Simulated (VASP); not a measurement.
# GaN (F-43m) in VASP: settings compared, part 2 of 2

VASP 6.6.1. Earlier steps stand in the parts before.

### 3 Single point, PBE

INCAR reads:

```
SYSTEM = GaN
PREC     = Accurate       ! precision mode
ENCUT    = 520            ! plane-wave cutoff, eV
EDIFF    = 1E-6           ! SCF threshold, eV
ISMEAR   = 0              ! smearing method
SIGMA    = 0.01           ! smearing width, eV
LREAL    = .FALSE.        ! projectors in reciprocal space
LASPH    = .TRUE.         ! aspherical terms in the spheres
NELM     = 80             ! most SCF steps
ALGO     = Normal         ! electronic algorithm
ISIF     = 2              ! what is computed and relaxed
LWAVE    = .FALSE.        ! write WAVECAR
LCHARG   = .TRUE.         ! write CHGCAR
GGA      = PE             ! functional
LELF     = .TRUE.         ! ELF
LVHAR    = .TRUE.       
NBANDS   = 16             ! bands
```

KPOINTS reads:

```
Automatic mesh
0
G
  6 6 6
  0 0 0
```

POSCAR reads:

```
GaN
1.0
    0.0000000000      2.2489526314      2.2489526314
    2.2489526314      0.0000000000      2.2489526314
    2.2489526314      2.2489526314      0.0000000000
Ga N
1 1
Direct
    0.0000000000      0.0000000000      0.0000000000
    0.7500000000      0.7500000000      0.7500000000
```

Potentials or basis: VASP PAW PBE potentials, release 64 (Ga_d, N).

Run with:

```
> cat potpaw_PBE.64/Ga_d/POTCAR potpaw_PBE.64/N/POTCAR > POTCAR
> mpirun -np 1 vasp_std > vasp.out
```

OUTCAR:

```text
SYSTEM = GaN
   PREC = Accurate
   ENCUT = 520
   EDIFF = 1E-6
   ISMEAR = 0
   LREAL = .FALSE.
   LASPH = .TRUE.
   NELM = 80
   ISIF = 2
   GGA = PE

 ion  position               nearest neighbor table
   1  0.000  0.000  0.000-   2 1.95   2 1.95   2 1.95   2 1.95
   2  0.750  0.750  0.750-   1 1.95   1 1.95   1 1.95   1 1.95

  LATTYP: Found a face centered cubic cell.
 ALAT       =     4.4979052628

  Lattice vectors:

 A1 = (   0.0000000000,   2.2489526314,   2.2489526314)
 A2 = (   2.2489526314,   0.0000000000,   2.2489526314)
 A3 = (   2.2489526314,   2.2489526314,   0.0000000000)

Analysis of symmetry for initial positions (statically):
=====================================================================
 Subroutine PRICEL returns:
 Original cell was already a primitive cell.

 Routine SETGRP: Setting up the symmetry group for a
 face centered cubic supercell.

 Subroutine GETGRP returns: Found 24 space group operations
 (whereof 24 operations were pure point group operations)
 out of a pool of 48 trial point group operations.

The static configuration has the point symmetry T_d .

Analysis of symmetry for dynamics (positions and initial velocities):
=====================================================================
 Subroutine PRICEL returns:
 Original cell was already a primitive cell.

 Routine SETGRP: Setting up the symmetry group for a
 face centered cubic supercell.

 Subroutine GETGRP returns: Found 24 space group operations
 (whereof 24 operations were pure point group operations)
 out of a pool of 48 trial point group operations.

The dynamic configuration has the point symmetry T_d .

 Subroutine INISYM returns: Found 24 space group operations
 (whereof 24 operations are pure point group operations),
 and found     1 'primitive' translations

----------------------------------------------------------------------------------------

                                     Primitive cell

  volume of cell :      22.7495

  direct lattice vectors                    reciprocal lattice vectors
     0.000000000  2.248952631  2.248952631    -0.222325714  0.222325714  0.222325714
     2.248952631  0.000000000  2.248952631     0.222325714 -0.222325714  0.222325714
     2.248952631  2.248952631  0.000000000     0.222325714  0.222325714 -0.222325714

  length of vectors
     3.180499312  3.180499312  3.180499312     0.385079433  0.385079433  0.385079433

  position of ions in fractional coordinates (direct lattice)
     0.000000000  0.000000000  0.000000000
     0.750000000  0.750000000  0.750000000

  ion indices of the primitive-cell ions
   primitive index   ion index
                 1           1
                 2           2

----------------------------------------------------------------------------------------

 KPOINTS: Automatic mesh

Automatic generation of k-mesh.
 Grid dimensions read from file:
 generate k-points for:    6    6    6

 Generating k-lattice:

  Cartesian coordinates                     Fractional coordinates (reciprocal lattice)
    -0.037054286  0.037054286  0.037054286     0.166666667  0.000000000  0.000000000
     0.037054286 -0.037054286  0.037054286     0.000000000  0.166666667  0.000000000
     0.037054286  0.037054286 -0.037054286     0.000000000  0.000000000  0.166666667

  Length of vectors
     0.064179905  0.064179905  0.064179905

  Shift w.r.t. Gamma in fractional coordinates (k-lattice)
     0.000000000  0.000000000  0.000000000

 Subroutine IBZKPT returns following result:
 ===========================================

 Found     16 irreducible k-points:

 Following reciprocal coordinates:
            Coordinates               Weight
  0.000000  0.000000  0.000000      1.000000
  0.166667  0.000000  0.000000      8.000000
  0.333333  0.000000  0.000000      8.000000
  0.500000  0.000000  0.000000      4.000000
  0.166667  0.166667  0.000000      6.000000
  0.333333  0.166667  0.000000     24.000000
[... 8 lines left out ...]
 -0.333333  0.333333  0.166667     24.000000
 -0.333333  0.500000  0.166667     12.000000
   k-points           NKPTS =     16   k-points in BZ     NKDIM =     16   number of bands    NBANDS=     16
   number of dos      NEDOS =    301   number of ions     NIONS =      2
   total plane-waves  NPLWV =  13824
   dimension x,y,z NGX =    24 NGY =   24 NGZ =   24
   dimension x,y,z NGXF=    48 NGYF=   48 NGZF=   48
   ions per type =               1   1
   NGX,Y,Z   is equivalent  to a cutoff of  12.54, 12.54, 12.54 a.u.
   NGXF,Y,Z  is equivalent  to a cutoff of  25.09, 25.09, 25.09 a.u.
 SYSTEM =  GaN
   PREC   = accura    normal or accurate (medium, high low for compatibility)
   ISTART =      0    job   : 0-new  1-cont  2-samecut
   ICHARG =      2    charge: 1-file 2-atom 10-const
   ISPIN  =      1    spin polarized calculation?
   LNONCOLLINEAR =      F non collinear calculations
   LSORBIT =      F    spin-orbit coupling
   LASPH  =      T    aspherical Exc in radial PAW
   ENCUT  =  520.0 eV  38.22 Ry    6.18 a.u.   5.91  5.91  5.91*2*pi/ulx,y,z
   NELM   =     80;   NELMIN=  2; NELMDL= -5     # of ELM steps
   EDIFF  = 0.1E-05   stopping-criterion for ELM
   LREAL  =      F    real-space projection
   EDIFFG = 0.1E-04   stopping-criterion for IOM
   NSW    =      0    number of steps for IOM
   IBRION =     -1    ionic relax: 0-MD 1-quasi-New 2-CG
   NFREE  =      0    steps in history (QN), initial steepest desc. (CG)
   ISIF   =      2    stress and relaxation
   ISYM   =      2    0-nonsym 1-usesym 2-fastsym
   POTIM  = 0.5000    time-step for ionic-motion
   TEBEG  =    0.0;   TEEND  =   0.0 temperature during run
   PSTRESS=    0.0 pullay stress
   NELECT =      18.0000    total number of electrons
   NUPDOWN=      -1.0000    fix difference up-down
   EMIN   =  10.00;   EMAX   =-10.00  energy-range for DOS
   EFERMI =   0.00;   METHOD = LEGACY
   ISMEAR =     0;   SIGMA  =   0.01  broadening in eV -4-tet -1-fermi 0-gaus
   EFERMI_NEDOS =   21; number of points for ismear=-14 and -15
   IALGO  =     38    algorithm
   IMIX   =      4    mixing-type and parameters
     AMIX     =   0.40;   BMIX     =  1.00
     AMIX_MAG =   1.60;   BMIX_MAG =  1.00
  volume/ion in A,a.u.               =      11.37        76.76
  Fermi-wavevector in a.u.,A,eV,Ry     =   1.514173  2.861371 31.194328  2.292718
  Thomas-Fermi vector in A             =   2.623866
   LORBIT       =      0    0 simple, 1 ext, 2 COOP (PROOUT), +10 PAW based schemes
   GGA     = PE    functional components
   LHFCALC =     F    Hartree Fock is set to
   AEXX    =    0.0000 exact exchange contribution
   IVDW    =     0    specifies the selected vdW correction
   LEPSILON=     F    determine dielectric tensor
   LRPA    =     F    only Hartree local field effects (RPA)
 non-spin polarized calculation
 Gauss-broadening in eV      SIGMA  =   0.01
  energy-cutoff  :      520.00
  volume of cell :       22.75
 maximum number of plane-waves:       624
   NGX = 11   NGY = 11   NGZ = 11

 number of electron      18.0000009 magnetization

 Free energy of the ion-electron system (eV)
  ---------------------------------------------------
  ext. energy  EPLUGINS =         0.00000000
  ---------------------------------------------------
  free energy    TOTEN  =       -12.13378253 eV

  energy without entropy =      -12.13378253  energy(sigma->0) =      -12.13378253

 E-fermi :   5.4067     XC(G=0): -11.6982

 val. band max:        5.3522813904   @ k =   0.0000   0.0000   0.0000
 cond. band min:       7.1138478889   @ k =   0.0000   0.0000   0.0000
 fundamental gap:      1.7615664985
 Fermi energy:         5.4067023352

 k-point     1 :       0.0000    0.0000    0.0000
  band No.  band energies     occupation
      1     -10.6346      2.00000
      2      -8.0992      2.00000
      3      -8.0992      2.00000
      4      -8.0992      2.00000
      5      -7.7735      2.00000
      6      -7.7735      2.00000
[... 8 lines left out ...]
     15      24.2498      0.00000
     16      24.2499      0.00000
[... 267 lines left out ...]
 k-point    16 :      -0.3333    0.5000    0.1667
  band No.  band energies     occupation
      1      -9.5294      2.00000
      2      -7.9672      2.00000
      3      -7.8918      2.00000
      4      -7.7820      2.00000
      5      -7.7332      2.00000
      6      -5.8836      2.00000
[... 8 lines left out ...]
     15      26.0798      0.00000
     16      28.4746      0.00000

------------------------ aborting loop because EDIFF is reached ----------------------------------------

  FORCE on cell =-STRESS in cart. coord.  units (eV):
  Direction    XX          YY          ZZ          XY          YZ          ZX
  --------------------------------------------------------------------------------------
  -------------------------------------------------------------------------------------
  Total        0.8854183      0.8854183      0.8854183     -0.0000000      0.0000000     -0.0000000
  in kB       62.3574255     62.3574255     62.3574255     -0.0000000      0.0000000     -0.0000000
  external PRESSURE =      62.3574255 kB  Pullay stress =       0.0000000 kB

 VOLUME and BASIS-vectors are now :
 -----------------------------------------------------------------------------
  energy-cutoff  :      520.00
  volume of cell :       22.75
      direct lattice vectors                 reciprocal lattice vectors
     0.000000000  2.248952631  2.248952631    -0.222325714  0.222325714  0.222325714
     2.248952631  0.000000000  2.248952631     0.222325714 -0.222325714  0.222325714
     2.248952631  2.248952631  0.000000000     0.222325714  0.222325714 -0.222325714

 POSITION                                       TOTAL-FORCE (eV/Angst)
 -----------------------------------------------------------------------------------
      0.00000      0.00000      0.00000         0.000000     -0.000000      0.000000
      3.37343      3.37343      3.37343        -0.000000      0.000000     -0.000000
 -----------------------------------------------------------------------------------
    total drift:                               -0.000002     -0.000002     -0.000002

  FREE ENERGIE OF THE ION-ELECTRON SYSTEM (eV)
  ---------------------------------------------------
  free  energy   TOTEN  =       -12.1337825281 eV

  energy  without entropy=      -12.1337825281  energy(sigma->0) =      -12.13378253
```

It took 6.5 s on 1 thread of Intel Xeon Platinum 8488C (Sapphire Rapids), shared host; peak memory 0.14 GiB.

What came out:

```
Free energy            : -12.1338 eV
Pressure               : 6.2 GPa
Band gap on the k mesh : 1.76 eV
```

Caveat: the cell stands under pressure.

### 4 Single point, r2SCAN

POSCAR is that of step 3.

INCAR.step1 reads:

```
SYSTEM = GaN
ALGO = Normal ; EDIFF = 1E-4
ENCUT = 520 ; GGA = PE
ISMEAR = 0 ; LASPH = .TRUE.
LCHARG = .FALSE. ; LREAL = .FALSE.
LWAVE = .TRUE. ; NBANDS = 16
NELM = 60 ; PREC = Accurate
SIGMA = 0.01
```

INCAR.step2 reads:

```
SYSTEM = GaN
ALGO = Normal ; EDIFF = 1E-6
ENCUT = 520 ; ISIF = 2
ISMEAR = 0 ; ISTART = 1
LASPH = .TRUE. ; LCHARG = .FALSE.
LMIXTAU = .TRUE. ; LREAL = .FALSE.
LWAVE = .FALSE. ; METAGGA = R2SCAN
NBANDS = 16 ; NELM = 60
PREC = Accurate ; SIGMA = 0.01
```

KPOINTS reads:

```
k-points
0
G
  6 6 6
  0 0 0
```

Run with:

```
> cat potpaw_PBE.64/Ga_d/POTCAR potpaw_PBE.64/N/POTCAR > POTCAR
> cp INCAR.step1 INCAR
> mpirun -np 1 vasp_std > vasp.out
> cp INCAR.step2 INCAR
> mpirun -np 1 vasp_std > vasp.out
```

Run time: 22 s. Hardware: 1 thread of Intel Xeon Platinum 8488C (Sapphire Rapids), shared host; peak memory 0.14 GiB.

The run converged. Its results:

| Item | Value |
| --- | --- |
| Free energy | -21.8925 eV |
| Pressure | 1.0 GPa |
| Band gap on the k mesh | 2.16 eV |

Levels at points of the mesh, in eV from the valence-band top:
```
           k point  band 7  band 8  band 9  band 10  band 11  band 12
(0.00, 0.00, 0.00)    0.00    0.00    0.00     2.16    11.04    11.04
(0.50, 0.00, 0.00)   -7.20   -1.01   -1.01     5.20     9.47    11.03
(0.50, 0.50, 0.00)   -6.25   -2.81   -2.81     3.77     7.28    12.63
```

Caveat: the PAW data sets were made with another functional, which shifts forces and pressure a little.

### 5 Single point, PBE

INCAR reads:

```
PREC = Accurate
ENCUT = 520
EDIFF = 1E-7
ISMEAR = 0
SIGMA = 0.01
LREAL = F
LASPH = T
NELM = 80
ALGO = Normal
ISIF = 2
LWAVE = F
LCHARG = T
GGA = PE
LELF = T
LVHAR = T
NBANDS = 16
```

KPOINTS reads:

```
Automatic mesh
0
Gamma
  10 10 10
```

POSCAR is that of step 4.

Run with:

```
> cat potpaw_PBE.64/Ga_d/POTCAR potpaw_PBE.64/N/POTCAR > POTCAR
> mpirun -np 1 vasp_std > vasp.out
```

Run time: 14 s. Hardware: 1 thread of Intel Xeon Platinum 8488C (Sapphire Rapids), shared host; peak memory 0.15 GiB.

Results (log left out):

* Free energy: -12.1382 eV
* Pressure: 6.2 GPa
* Band gap on the k mesh: 1.76 eV

Levels at points of the mesh, in eV from the valence-band top:
```
           k point  band 5  band 6  band 7  band 8  band 9  band 10  band 11  band 12  band 13  band 14
(0.00, 0.00, 0.00)  -13.12  -13.12    0.00    0.00    0.00     1.76    10.34    10.34    10.34    17.69
(0.50, 0.00, 0.00)  -13.07  -11.88   -7.08   -0.98   -0.98     4.68     8.76    10.40    10.40    15.68
(0.50, 0.50, 0.00)  -13.04  -11.45   -6.15   -2.72   -2.72     3.35     6.70    11.75    14.03    14.03
```

Caveat: the cell stands under pressure.

### 6 Summary

| level | k mesh | gap on the mesh (eV) | pressure (GPa) |
| --- | --- | --- | --- |
| PBE | 6 × 6 × 6 | 1.76 | 6.2 |
| r2SCAN | 6 × 6 × 6 | 2.16 | 1.0 |
| PBE | 10 × 10 × 10 | 1.76 | 6.2 |

Alike in all rows: task single point; potentials or basis VASP PAW PBE potentials, release 64 (Ga_d, N); no spin polarisation; cell as given; cutoff (eV) 520; smearing gaussian 0.01 eV.

On the cell as given the gap runs from 1.76 eV (PBE) to 2.16 eV (r2SCAN); the meshes differ, which moves gaps too. The pressure there spans 1.0 GPa (r2SCAN) to 6.2 GPa (PBE); a positive pressure means that this level wants a larger cell, a negative one a smaller.

Caveats: the cell stands under pressure (at least some runs); the PAW data sets were made with another functional, which shifts forces and pressure a little (at least some runs).

Absolute energies hang on the potentials; compare differences alone.
